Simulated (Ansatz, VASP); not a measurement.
One calculation of C, two programs

Contents of INCAR:

```
SYSTEM = C
  PREC = Accurate
  ENCUT = 520
  EDIFF = 1E-6
  ISMEAR = 0
  SIGMA = 0.1
  LREAL = .False.
  LASPH = .True.
  NELM = 100
  ALGO = Normal
  ISIF = 2
  LWAVE = .False.
  LCHARG = .True.
  GGA = PE
  LELF = .True.
  LVHAR = .True.
  NBANDS = 26
```

KPOINTS

```
Automatic mesh
0
Gamma
  4 4 4
  0 0 0
```

File POSCAR:

```
C
1.0
    3.5743114202      0.0000000000      0.0000000000
    0.0000000000      3.5743114202      0.0000000000
    0.0000000000      0.0000000000      4.3351434677
C
8
Direct
    0.7848873224      0.5000000000      0.1815931631
    0.5000000000      0.7848873224      0.6815931631
    0.5000000000      0.2151126776      0.6815931631
    0.7848873224      0.5000000000      0.8184068369
    0.2151126776      0.5000000000      0.8184068369
    0.2151126776      0.5000000000      0.1815931631
    0.5000000000      0.7848873224      0.3184068369
    0.5000000000      0.2151126776      0.3184068369
```

Input for Ansatz:

```yaml
crystal:
  lattice:
    - [3.5743114202, 0.0, 0.0]
    - [0.0, 3.5743114202, 0.0]
    - [0.0, 0.0, 4.3351434677]
  atoms:
    - { symbol: C, position: [0.7848873224, 0.5, 0.1815931631] }
    - { symbol: C, position: [0.5, 0.7848873224, 0.6815931631] }
    - { symbol: C, position: [0.5, 0.2151126776, 0.6815931631] }
    - { symbol: C, position: [0.7848873224, 0.5, 0.8184068369] }
    - { symbol: C, position: [0.2151126776, 0.5, 0.8184068369] }
    - { symbol: C, position: [0.2151126776, 0.5, 0.1815931631] }
    - { symbol: C, position: [0.5, 0.7848873224, 0.3184068369] }
    - { symbol: C, position: [0.5, 0.2151126776, 0.3184068369] }
basis:
  ecutwfc: 420
kpoints:
  mp_grid: { grid: [4, 4, 4] }
hamiltonian:
  xc: pbe
scf:
  occupations: { method: gaussian, width: 0.1 }
  lower_state_search: "off"
output:
  forces: true
  stress: true
  eigenvalues: true
```

Alike in both runs: task single point; functional PBE; k mesh 4 × 4 × 4; occupations gaussian, width 0.1 eV; no spin polarisation.

|  | VASP | Ansatz |
| --- | --- | --- |
| version | VASP 6.6.1 | Ansatz 0.2.0 |
| potentials or method | VASP PAW PBE potentials, release 64 (C), cutoff 520 eV | scalar-relativistic, plane waves, PAW |
| valence electrons in the cell | 32 | 32 |

```csv
,VASP,Ansatz,Ansatz less VASP
gap on the k mesh at the Fermi level (eV),1.73,1.74,+0.011
least direct gap on the mesh (eV),2.24,2.24,+0.007
pressure (GPa),0.5,0.0,-0.47
"traceless stress, the component that is largest in VASP (GPa)",0.05,0.05,+0.004
rms of the force components (eV/Å),0.028,0.018,-0.0099
```

Atom by atom the forces differ by 0.010 eV/Å (rms over components).

The k mesh is coarse, so the values compare programs but aren't converged.
